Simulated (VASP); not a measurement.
# ZrSc (P-6m2) in VASP: notebook

The runs below take ZrSc through single point, with LDA.

Everything below comes from runs of VASP 6.6.1. Logs are shortened: lines on timing, memory, paths and dates and some standing lists are left out, and cuts for length are marked.

## (1) The cell of the first run

It takes space group P-6m2 (No. 187, hexagonal). The conventional cell has a = 3.466 Å, b = 3.466 Å, c = 4.626 Å, α = 90.00°, β = 90.00°, γ = 120.00°. Within 4.0 Å of Zr (site symmetry -6m2) lie 6 Sc at 3.06 Å and 6 Zr at 3.47 Å. Within 4.0 Å of Sc (site symmetry -6m2) lie 6 Zr at 3.06 Å and 6 Sc at 3.47 Å.

## (2) Single point, LDA

INCAR

```
SYSTEM = ZrSc
PREC = Accurate
ENCUT = 520
EDIFF = 1E-7
ISMEAR = 0
SIGMA = 0.15
LREAL = .False.
LASPH = .True.
NELM = 80
ALGO = Fast
ISIF = 2
LWAVE = .False.
LCHARG = .False.
GGA = CA
NBANDS = 18
```

KPOINTS

```
regular mesh
0
Gamma
  18 18 10
  0 0 0
```

POSCAR

```
ZrSc
1.0
    3.4655924731      0.0000000000      0.0000000000
   -1.7327962365      3.0012911208      0.0000000000
    0.0000000000      0.0000000000      4.6256745281
Zr Sc
1 1
Direct
    0.6666666667      0.3333333333      0.0000000000
    0.0000000000      0.0000000000      0.5000000000
```

Potentials or basis: VASP PAW LDA potentials, release 64 (Zr_sv, Sc_sv).

Started as:

```
> cat potpaw_LDA.64/Zr_sv/POTCAR potpaw_LDA.64/Sc_sv/POTCAR > POTCAR
> mpirun -np 1 vasp_std > vasp.out
```

OUTCAR:

```text
SYSTEM = ZrSc
   PREC = Accurate
   ENCUT = 520
   EDIFF = 1E-7
   ISMEAR = 0
   LREAL = .False.
   LASPH = .True.
   NELM = 80
   ISIF = 2
   GGA = CA

 ion  position               nearest neighbor table
   1  0.667  0.333  0.000-   2 3.06   2 3.06   2 3.06   2 3.06   2 3.06   2 3.06
   2  0.000  0.000  0.500-   1 3.06   1 3.06   1 3.06   1 3.06   1 3.06   1 3.06

  LATTYP: Found a hexagonal cell.
 ALAT       =     3.4655924731
 C/A-ratio  =     1.3347427789

  Lattice vectors:

 A1 = (   3.4655924731,   0.0000000000,   0.0000000000)
 A2 = (  -1.7327962365,   3.0012911208,   0.0000000000)
 A3 = (   0.0000000000,   0.0000000000,   4.6256745281)

Analysis of symmetry for initial positions (statically):
=====================================================================
 Subroutine PRICEL returns:
 Original cell was already a primitive cell.

 Routine SETGRP: Setting up the symmetry group for a
 hexagonal supercell.

 Subroutine GETGRP returns: Found 12 space group operations
 (whereof 12 operations were pure point group operations)
 out of a pool of 24 trial point group operations.

The static configuration has the point symmetry D_3h.

Analysis of symmetry for dynamics (positions and initial velocities):
=====================================================================
 Subroutine PRICEL returns:
 Original cell was already a primitive cell.

 Routine SETGRP: Setting up the symmetry group for a
 hexagonal supercell.

 Subroutine GETGRP returns: Found 12 space group operations
 (whereof 12 operations were pure point group operations)
 out of a pool of 24 trial point group operations.

The dynamic configuration has the point symmetry D_3h.

 Subroutine INISYM returns: Found 12 space group operations
 (whereof 12 operations are pure point group operations),
 and found     1 'primitive' translations

----------------------------------------------------------------------------------------

                                     Primitive cell

  volume of cell :      48.1128

  direct lattice vectors                    reciprocal lattice vectors
     3.465592473  0.000000000  0.000000000     0.288550950  0.166594969  0.000000000
    -1.732796237  3.001291121  0.000000000     0.000000000  0.333189937  0.000000000
     0.000000000  0.000000000  4.625674528     0.000000000  0.000000000  0.216184687

  length of vectors
     3.465592473  3.465592473  4.625674528     0.333189937  0.333189937  0.216184687

  position of ions in fractional coordinates (direct lattice)
     0.666666667  0.333333333  0.000000000
     0.000000000  0.000000000  0.500000000

  ion indices of the primitive-cell ions
   primitive index   ion index
                 1           1
                 2           2

----------------------------------------------------------------------------------------

 KPOINTS: regular mesh

Automatic generation of k-mesh.
 Grid dimensions read from file:
 generate k-points for:   18   18   10

 Generating k-lattice:

  Cartesian coordinates                     Fractional coordinates (reciprocal lattice)
     0.016030608  0.009255276  0.000000000     0.055555556  0.000000000  0.000000000
     0.000000000  0.018510552  0.000000000     0.000000000  0.055555556  0.000000000
     0.000000000  0.000000000  0.021618469     0.000000000  0.000000000  0.100000000

  Length of vectors
     0.018510552  0.018510552  0.021618469

  Shift w.r.t. Gamma in fractional coordinates (k-lattice)
     0.000000000  0.000000000  0.000000000

 Subroutine IBZKPT returns following result:
 ===========================================

 Found    222 irreducible k-points:

 Following reciprocal coordinates:
            Coordinates               Weight
  0.000000  0.000000  0.000000      1.000000
  0.055556  0.000000  0.000000      6.000000
  0.111111  0.000000  0.000000      6.000000
  0.166667  0.000000  0.000000      6.000000
  0.222222 -0.000000  0.000000      6.000000
  0.277778  0.000000  0.000000      6.000000
[... 16 lines left out ...]
  0.333333  0.111111  0.000000     12.000000
  0.388889  0.111111  0.000000     12.000000
 [... further k-points ...]
   k-points           NKPTS =    222   k-points in BZ     NKDIM =    222   number of bands    NBANDS=     18
   number of dos      NEDOS =    301   number of ions     NIONS =      2
   total plane-waves  NPLWV =  28224
   dimension x,y,z NGX =    28 NGY =   28 NGZ =   36
   dimension x,y,z NGXF=    56 NGYF=   56 NGZF=   72
   ions per type =               1   1
   NGX,Y,Z   is equivalent  to a cutoff of  13.43, 13.43, 12.94 a.u.
   NGXF,Y,Z  is equivalent  to a cutoff of  26.86, 26.86, 25.88 a.u.
 SYSTEM =  ZrSc
   PREC   = accura    normal or accurate (medium, high low for compatibility)
   ISTART =      0    job   : 0-new  1-cont  2-samecut
   ICHARG =      2    charge: 1-file 2-atom 10-const
   ISPIN  =      1    spin polarized calculation?
   LNONCOLLINEAR =      F non collinear calculations
   LSORBIT =      F    spin-orbit coupling
   LASPH  =      T    aspherical Exc in radial PAW
   ENCUT  =  520.0 eV  38.22 Ry    6.18 a.u.   6.44  6.44  8.60*2*pi/ulx,y,z
   NELM   =     80;   NELMIN=  2; NELMDL= -5     # of ELM steps
   EDIFF  = 0.1E-06   stopping-criterion for ELM
   LREAL  =      F    real-space projection
   EDIFFG = 0.1E-05   stopping-criterion for IOM
   NSW    =      0    number of steps for IOM
   IBRION =     -1    ionic relax: 0-MD 1-quasi-New 2-CG
   NFREE  =      0    steps in history (QN), initial steepest desc. (CG)
   ISIF   =      2    stress and relaxation
   ISYM   =      2    0-nonsym 1-usesym 2-fastsym
   POTIM  = 0.5000    time-step for ionic-motion
   TEBEG  =    0.0;   TEEND  =   0.0 temperature during run
   PSTRESS=    0.0 pullay stress
   NELECT =      23.0000    total number of electrons
   NUPDOWN=      -1.0000    fix difference up-down
   EMIN   =  10.00;   EMAX   =-10.00  energy-range for DOS
   EFERMI =   0.00;   METHOD = LEGACY
   ISMEAR =     0;   SIGMA  =   0.15  broadening in eV -4-tet -1-fermi 0-gaus
   EFERMI_NEDOS =   21; number of points for ismear=-14 and -15
   IALGO  =     68    algorithm
   IMIX   =      4    mixing-type and parameters
     AMIX     =   0.40;   BMIX     =  1.00
     AMIX_MAG =   1.60;   BMIX_MAG =  1.00
  volume/ion in A,a.u.               =      24.06       162.34
  Fermi-wavevector in a.u.,A,eV,Ry     =   1.280061  2.418964 22.293898  1.638555
  Thomas-Fermi vector in A             =   2.412510
   LORBIT       =      0    0 simple, 1 ext, 2 COOP (PROOUT), +10 PAW based schemes
   GGA     = CA    functional components
   LHFCALC =     F    Hartree Fock is set to
   AEXX    =    0.0000 exact exchange contribution
   IVDW    =     0    specifies the selected vdW correction
   LEPSILON=     F    determine dielectric tensor
   LRPA    =     F    only Hartree local field effects (RPA)
 non-spin polarized calculation
 RMM-DIIS sequential band-by-band and
 Gauss-broadening in eV      SIGMA  =   0.15
  energy-cutoff  :      520.00
  volume of cell :       48.11
 maximum number of plane-waves:      1326
 NGX is ok and might be reduce to    28

 number of electron      23.0000002 magnetization

 Free energy of the ion-electron system (eV)
  ---------------------------------------------------
  ext. energy  EPLUGINS =         0.00000000
  ---------------------------------------------------
  free energy    TOTEN  =       -15.73264741 eV

  energy without entropy =      -15.70119295  energy(sigma->0) =      -15.71692018

 E-fermi :   5.8481     XC(G=0): -10.6912

 val. band max:        5.8445675933   @ k =   0.1111   0.1111   0.2000
 cond. band min:       5.8581055285   @ k =   0.2222   0.0556   0.4000
 fundamental gap:      0.0135379352
 Fermi energy:         5.8481331098

 k-point     1 :       0.0000    0.0000    0.0000
  band No.  band energies     occupation
      1     -42.7676      2.00000
      2     -42.5529      2.00000
      3     -21.9142      2.00000
      4     -21.6185      2.00000
      5     -21.6185      2.00000
      6     -20.6944      2.00000
[... 10 lines left out ...]
     17       8.3908      0.00000
     18       8.4843      0.00000

 k-point     2 :       0.0556    0.0000    0.0000
  band No.  band energies     occupation
      1     -42.7658      2.00000
      2     -42.5530      2.00000
      3     -21.9096      2.00000
      4     -21.6239      2.00000
      5     -21.6202      2.00000
      6     -20.6975      2.00000
[... 10 lines left out ...]
     17       8.1661      0.00000
     18       8.5762      0.00000

 k-point     3 :       0.1111    0.0000    0.0000
  band No.  band energies     occupation
      1     -42.7607      2.00000
      2     -42.5534      2.00000
      3     -21.8961      2.00000
      4     -21.6397      2.00000
      5     -21.6252      2.00000
      6     -20.7064      2.00000
[... 10 lines left out ...]
     17       8.0252      0.00000
     18       8.7866      0.00000

 k-point     4 :       0.1667    0.0000    0.0000
  band No.  band energies     occupation
      1     -42.7527      2.00000
      2     -42.5540      2.00000
      3     -21.8750      2.00000
      4     -21.6638      2.00000
      5     -21.6328      2.00000
      6     -20.7204      2.00000
[... 10 lines left out ...]
     17       8.2232      0.00000
     18       9.0322      0.00000

 k-point     5 :       0.2222   -0.0000    0.0000
  band No.  band energies     occupation
      1     -42.7426      2.00000
      2     -42.5551      2.00000
      3     -21.8484      2.00000
      4     -21.6934      2.00000
      5     -21.6421      2.00000
      6     -20.7384      2.00000
[... 10 lines left out ...]
     17       8.4882      0.00000
     18       9.2797      0.00000

 k-point     6 :       0.2778    0.0000    0.0000
  band No.  band energies     occupation
      1     -42.7315      2.00000
      2     -42.5567      2.00000
      3     -21.8190      2.00000
      4     -21.7249      2.00000
      5     -21.6520      2.00000
      6     -20.7585      2.00000
[... 10 lines left out ...]
     17       8.8117      0.00000
     18       9.5238      0.00000

 k-point     7 :       0.3333    0.0000    0.0000
  band No.  band energies     occupation
      1     -42.7205      2.00000
      2     -42.5586      2.00000
      3     -21.7903      2.00000
      4     -21.7545      2.00000
      5     -21.6614      2.00000
      6     -20.8082      2.00000
[... 10 lines left out ...]
     17       9.1947      0.00000
     18       9.7719      0.00000

 k-point     8 :       0.3889    0.0000    0.0000
  band No.  band energies     occupation
      1     -42.7112      2.00000
      2     -42.5605      2.00000
      3     -21.7787      2.00000
      4     -21.7660      2.00000
      5     -21.6690      2.00000
      6     -20.8540      2.00000
[... 10 lines left out ...]
     17       9.6369      0.00000
     18      10.0415      0.00000
[... 229 lines left out ...]
     17       8.3421      0.00000
     18       9.1434      0.00000

 k-point    20 :       0.1667    0.1111    0.0000
  band No.  band energies     occupation
      1     -42.7386      2.00000
      2     -42.5557      2.00000
      3     -21.8378      2.00000
      4     -21.7008      2.00000
      5     -21.6501      2.00000
      6     -20.7456      2.00000
[... 10 lines left out ...]
     17       8.6059      0.00000
     18       9.3575      0.00000

 k-point    21 :       0.2222    0.1111    0.0000
  band No.  band energies     occupation
      1     -42.7280      2.00000
      2     -42.5573      2.00000
      3     -21.8098      2.00000
      4     -21.7284      2.00000
      5     -21.6616      2.00000
      6     -20.7648      2.00000
[... 10 lines left out ...]
     17       8.9298      0.00000
     18       9.5779      0.00000

 k-point    22 :       0.2778    0.1111    0.0000
  band No.  band energies     occupation
      1     -42.7176      2.00000
      2     -42.5592      2.00000
      3     -21.7826      2.00000
      4     -21.7544      2.00000
      5     -21.6723      2.00000
      6     -20.8056      2.00000
[... 10 lines left out ...]
     17       9.3085      0.00000
     18       9.8170      0.00000

 k-point    23 :       0.3333    0.1111    0.0000
  band No.  band energies     occupation
      1     -42.7087      2.00000
      2     -42.5611      2.00000
      3     -21.7759      2.00000
      4     -21.7595      2.00000
      5     -21.6809      2.00000
      6     -20.8449      2.00000
[... 10 lines left out ...]
     17       9.6935      0.00000
     18      10.1156      0.00000

 k-point    24 :       0.3889    0.1111    0.0000
  band No.  band energies     occupation
      1     -42.7027      2.00000
      2     -42.5625      2.00000
      3     -21.7900      2.00000
      4     -21.7440      2.00000
      5     -21.6864      2.00000
      6     -20.8704      2.00000
[... 10 lines left out ...]
     17      10.0047      0.00000
     18      10.4548      0.00000

 [... further k-points ...]
[... 5 lines left out ...]
  --------------------------------------------------------------------------------------
  -------------------------------------------------------------------------------------
  Total       -3.0187881     -3.0187881      0.7272712     -0.0000000      0.0000000      0.0000000
  in kB     -100.5269550   -100.5269550     24.2184460     -0.0000000      0.0000000      0.0000000
  external PRESSURE =     -58.9451547 kB  Pullay stress =       0.0000000 kB

 VOLUME and BASIS-vectors are now :
 -----------------------------------------------------------------------------
  energy-cutoff  :      520.00
  volume of cell :       48.11
      direct lattice vectors                 reciprocal lattice vectors
     3.465592473  0.000000000  0.000000000     0.288550950  0.166594969  0.000000000
    -1.732796237  3.001291121  0.000000000     0.000000000  0.333189937  0.000000000
     0.000000000  0.000000000  4.625674528     0.000000000  0.000000000  0.216184687

 POSITION                                       TOTAL-FORCE (eV/Angst)
 -----------------------------------------------------------------------------------
      1.73280      1.00043      0.00000        -0.000000      0.000000      0.000000
      0.00000      0.00000      2.31284         0.000000     -0.000000      0.000000
 -----------------------------------------------------------------------------------
    total drift:                               -0.000000      0.000000      0.000000

  FREE ENERGIE OF THE ION-ELECTRON SYSTEM (eV)
  ---------------------------------------------------
  free  energy   TOTEN  =       -15.7326474144 eV

  energy  without entropy=      -15.7011929504  energy(sigma->0) =      -15.71692018
```

It took 8.4 min on 1 thread of Intel Xeon Platinum 8488C (Sapphire Rapids), shared host; peak memory 0.31 GiB.

Results:

```
Free energy : -15.7326 eV
Pressure    : -5.9 GPa
```

## (3) Single point, LDA

This run uses another cell than the first one, of the same volume but with other edges.

INCAR

```
SYSTEM = ZrSc
PREC = Accurate
ENCUT = 520
EDIFF = 1E-6
ISMEAR = 0
SIGMA = 0.15
LREAL = .FALSE.
LASPH = .TRUE.
NELM = 60
ALGO = Fast
ISIF = 2
LWAVE = .FALSE.
LCHARG = .FALSE.
NBANDS = 18
```

KPOINTS

```
Automatic mesh
0
G
  18 18 10
  0 0 0
```

POSCAR

```
ZrSc
1.0
    3.0892760553      0.0000000000      0.0000000000
   -1.5446380277      2.6753915432      0.0000000000
    0.0000000000      0.0000000000      5.8212549274
Zr Sc
1 1
Direct
    0.6666666667      0.3333333333      0.0000000000
    0.0000000000      0.0000000000      0.5000000000
```

Potentials or basis: VASP PAW LDA potentials, release 64 (Zr_sv, Sc_sv).

Started as:

```
> cat potpaw_LDA.64/Zr_sv/POTCAR potpaw_LDA.64/Sc_sv/POTCAR > POTCAR
> mpirun -np 1 vasp_std > vasp.out
```

Wall time 4.9 min (1 thread of Intel Xeon Platinum 8488C (Sapphire Rapids), shared host); peak memory 0.31 GiB.

It converged, with:

- Free energy: -15.7686 eV
- Pressure: -5.8 GPa

Stress tensor (GPa, compression positive):
```
 -2.31   0.00   0.00
  0.00  -2.31   0.00
  0.00   0.00 -12.92
```

Levels at points of the mesh, in eV from the Fermi level:
```
           k point  band 9  band 10  band 11  band 12  band 13  band 14
(0.00, 0.00, 0.00)   -5.25    -2.64    -0.12     0.39     1.33     1.33
(0.50, 0.00, 0.00)   -2.31    -1.58    -1.36     0.29     0.54     1.24
(0.00, 0.00, 0.50)   -4.14    -3.83    -0.61     0.31     1.30     1.30
(0.50, 0.00, 0.50)   -2.34    -2.11    -0.70    -0.46     1.50     1.93
```

## (4) Single point, LDA

This run uses another cell than the first one, of the same volume but with other edges.

INCAR

```
PREC = Accurate
ENCUT = 520
EDIFF = 1E-6
ISMEAR = 0
SIGMA = 0.15
LREAL = False
LASPH = True
NELM = 100
ALGO = Fast
ISIF = 2
LWAVE = False
LCHARG = False
GGA = CA
NBANDS = 18
```

KPOINTS

```
Automatic mesh
0
Gamma
  18 18 10
```

POSCAR

```
ZrSc
1.0
    3.3753684849      0.0000000000      0.0000000000
   -1.6876842424      2.9231548550      0.0000000000
    0.0000000000      0.0000000000      4.8762691935
Zr Sc
1 1
Direct
    0.6666666667      0.3333333333      0.0000000000
    0.0000000000      0.0000000000      0.5000000000
```

Started as:

```
> cat potpaw_LDA.64/Zr_sv/POTCAR potpaw_LDA.64/Sc_sv/POTCAR > POTCAR
> mpirun -np 1 vasp_std > vasp.out
```

Wall time 4.8 min (1 thread of Intel Xeon Platinum 8488C (Sapphire Rapids), shared host); peak memory 0.31 GiB.

It converged, with:

```yaml
Free_energy: -15.8884 eV
Pressure: -6.2 GPa
```

Stress tensor (GPa, compression positive):
```
-8.53  0.00  0.00
 0.00 -8.53  0.00
 0.00  0.00 -1.65
```

Levels at points of the mesh, in eV from the Fermi level:
```
           k point  band 10  band 11  band 12  band 13  band 14  band 15
(0.00, 0.00, 0.00)    -2.18     1.11     1.11     1.77     1.85     1.85
(0.50, 0.00, 0.00)    -1.54    -1.21    -0.42     0.65     1.56     2.19
(0.00, 0.00, 0.50)    -3.19     0.64     0.77     0.77     1.11     1.11
(0.50, 0.00, 0.50)    -2.03    -0.23     0.12     1.45     1.65     1.96
```

## (5) Overview

```tsv
cell	further INCAR settings	gap on the mesh (eV)	pressure (GPa)
a = 3.466, b = 3.466, c = 4.626 Å, angles 90.0, 90.0, 120.0°, 2 atoms	ALGO = Fast; EDIFF = 1e-07; NBANDS = 18	none	-5.9
a = 3.089, b = 3.089, c = 5.821 Å, angles 90.0, 90.0, 120.0°, 2 atoms	ALGO = Fast; EDIFF = 1e-06; NBANDS = 18	none	-5.8
a = 3.375, b = 3.375, c = 4.876 Å, angles 90.0, 90.0, 120.0°, 2 atoms	ALGO = Fast; EDIFF = 1e-06; NBANDS = 18	none	-6.2
```

Alike in all rows: task single point; level LDA; potentials or basis VASP PAW LDA potentials, release 64 (Zr_sv, Sc_sv); no spin polarisation; k mesh 18 × 18 × 10; cutoff (eV) 520; smearing gaussian 0.15 eV.

Total energies depend on the potentials used, so only differences within one code and one set of settings carry meaning.
